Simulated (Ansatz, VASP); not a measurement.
# One calculation of FeGe, two programs

INCAR

```
SYSTEM = FeGe
  ALGO = Normal
  EDIFF = 1E-8
  ENCUT = 520
  GGA = PE
  ISIF = 2
  ISMEAR = -1
  ISPIN = 2
  LASPH = .True.
  LCHARG = .False.
  LEFG = .True.
  LMAXMIX = 4
  LORBIT = 11
  LREAL = .False.
  LWAVE = .False.
  MAGMOM = 3 3 3 3 0 0 0 0
  NBANDS = 58
  NELM = 150
  PREC = Accurate
  SIGMA = 0.05
```

File KPOINTS:

```
k-points
0
Gamma
  7 7 7
  0 0 0
```

POSCAR

```
FeGe
1.0
    4.6890000000      0.0000000000      0.0000000000
    0.0000000000      4.6890000000      0.0000000000
    0.0000000000      0.0000000000      4.6890000000
Fe Ge
4 4
Direct
    0.1350000000      0.1350000000      0.1350000000
    0.3650000000      0.8650000000      0.6350000000
    0.6350000000      0.3650000000      0.8650000000
    0.8650000000      0.6350000000      0.3650000000
    0.8420000000      0.8420000000      0.8420000000
    0.6580000000      0.1580000000      0.3420000000
    0.3420000000      0.6580000000      0.1580000000
    0.1580000000      0.3420000000      0.6580000000
```

Input for Ansatz:

```yaml
crystal:
  lattice:
    - [4.689, 0.0, 0.0]
    - [0.0, 4.689, 0.0]
    - [0.0, 0.0, 4.689]
  atoms:
    - { symbol: Fe, position: [0.135, 0.135, 0.135], spin: 3.0 }
    - { symbol: Fe, position: [0.365, 0.865, 0.635], spin: 3.0 }
    - { symbol: Fe, position: [0.635, 0.365, 0.865], spin: 3.0 }
    - { symbol: Fe, position: [0.865, 0.635, 0.365], spin: 3.0 }
    - { symbol: Ge, position: [0.842, 0.842, 0.842] }
    - { symbol: Ge, position: [0.658, 0.158, 0.342] }
    - { symbol: Ge, position: [0.342, 0.658, 0.158] }
    - { symbol: Ge, position: [0.158, 0.342, 0.658] }
magnetization:
  spin_polarized: true
kpoints:
  mp_grid: { grid: [7, 7, 7] }
scf:
  occupations: { method: fermi_dirac, width: 0.05 }
hamiltonian:
  xc: pbe
  pseudopotentials: { kind: paw }
output:
  forces: true
  stress: true
  populations: true
  efg:
    quadrupole_moments_barn: { Fe: 0.16, Ge: -0.196 }
    contact_densities: true
  write_density: true
  write_potential: true
  elf: true
  volumetric_format: npy
```

Alike in both runs: task electric field gradients; functional PBE; k mesh 7 × 7 × 7; occupations fermi-dirac, width 0.05 eV; collinear spin.

```csv
,VASP,Ansatz
version,VASP 6.6.1,Ansatz 0.2.0
potentials or method,"VASP PAW PBE potentials, release 64 (Fe, Ge_d)","plane-wave PAW, scalar-relativistic"
plane-wave cutoff (eV),520,420
valence electrons in the cell,88,120
```

|  | VASP | Ansatz | Ansatz less VASP |
| --- | --- | --- | --- |
| pressure (GPa) | -2.5 | -2.7 | -0.24 |
| rms of the force components (eV/Å) | 0.030 | 0.036 | +0.0065 |
| net moment per atom (μB) | 0.53 | 0.53 | -0.001 |
| size of the moment on the site where the two differ most (μB) | 0.08 | 0.06 | -0.027 |
| size of Vzz on the site where it differs most (V/Å²) | 10.2 | 3.7 | -6.42 |

Site moments also hang on the region over which each program counts them. Atom by atom the forces differ by 0.008 eV/Å (rms over components). The functional is the same, so the differences come from potentials, cutoffs and numerics. VASP's potentials hold 88 valence electrons a cell and Ansatz's 120, so a difference there can come from the potentials and not from the codes.
